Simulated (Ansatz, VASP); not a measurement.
## One calculation of Be, two programs

```
Be
1.0
     2.25944    0.00000    0.00000
    -1.12972    1.95673    0.00000
     0.00000    0.00000    7.16564
Be
4
Cartesian
  2.2594 0.0000 0.0000
  2.2594 0.0000 3.5828
  0.0000 1.3045 1.7914
  1.1297 0.6522 5.3742
```

Alike in both runs: functional BLYP; k mesh 16 × 16 × 5; occupations fermi-dirac, width 0.1 eV; no spin polarisation.

Ansatz relaxed the structure, and its values are those at the end. VASP's run is a single point on that final structure, the one shown.

|  | VASP | Ansatz |
| --- | --- | --- |
| version | VASP 6.6.1 | Ansatz 0.2.0 |
| potentials or method | VASP PAW PBE potentials, release 64 (Be), cutoff 520 eV | plane waves (420 eV) with PAW, scalar-relativistic |
| valence electrons in the cell | 8 | 8 |

```tsv
	VASP	Ansatz	Ansatz less VASP
pressure (GPa)	0.1	0.0	-0.09
```

VASP's potentials were made for PBE, not for BLYP.
